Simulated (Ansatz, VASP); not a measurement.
## KBr in VASP and in Ansatz

The input POSCAR:

```
KBr
1.0
    0.0000000000      3.3022478201      3.3022478201
    3.3022478201      0.0000000000      3.3022478201
    3.3022478201      3.3022478201      0.0000000000
K Br
1 1
Direct
    0.0000000000      0.0000000000      0.0000000000
    0.5000000000      0.5000000000      0.5000000000
```

INCAR.step1

```
SYSTEM = KBr
PREC = Accurate ; ENCUT = 520
EDIFF = 1E-5 ; ISMEAR = 0
SIGMA = 0.01 ; LREAL = .FALSE.
LASPH = .TRUE. ; NELM = 80
ALGO = Normal ; ISIF = 2
LWAVE = .TRUE. ; LCHARG = .FALSE.
NBANDS = 15 ; GGA = PE
```

Contents of INCAR.step2:

```
SYSTEM = KBr
PREC = Accurate ; ENCUT = 520
EDIFF = 1E-6 ; ISMEAR = 0
SIGMA = 0.01 ; LREAL = .FALSE.
LASPH = .TRUE. ; NELM = 80
ALGO = Normal ; ISIF = 2
LWAVE = .FALSE. ; LCHARG = .FALSE.
GGA = PE ; LHFCALC = .TRUE.
HFSCREEN = 0.2079 ; PRECFOCK = Normal
NBANDS = 15 ; ISTART = 1
```

File KPOINTS:

```
regular mesh
0
G
  4 4 4
  0 0 0
```

Input for Ansatz:

```yaml
crystal:
  lattice:
    - [0.0, 3.3022478201, 3.3022478201]
    - [3.3022478201, 0.0, 3.3022478201]
    - [3.3022478201, 3.3022478201, 0.0]
  atoms:
    - { symbol: K, position: [0.0, 0.0, 0.0] }
    - { symbol: Br, position: [0.5, 0.5, 0.5] }
kpoints:
  mp_grid: { grid: [4, 4, 4] }
hamiltonian:
  xc: hse06
scf:
  occupations: { method: fixed }
  n_extra_bands: 4
output:
  forces: true
  stress: true
  eigenvalues: true
```

Alike in both runs: task single point; functional HSE06; k mesh 4 × 4 × 4; no spin polarisation.

```csv
,VASP,Ansatz
version,VASP 6.6.1,Ansatz 0.2.0
potentials or method,"VASP PAW PBE potentials, release 64 (K_sv, Br)","plane waves, PAW"
plane-wave cutoff (eV),520,420
occupations,"gaussian, width 0.01 eV",fixed
valence electrons in the cell,16,16
```

Ansatz gave:

| Quantity | Value |
| --- | --- |
| gap on the k mesh at the Fermi level (eV) | 5.60 |
| pressure (GPa) | 0.4 |

Task: Which values does VASP return?

Result: gap on the k mesh at the Fermi level (eV): 5.59; pressure (GPa): 0.5.

Ansatz's warnings: stress exchange threshold loose, stress scf threshold loose.
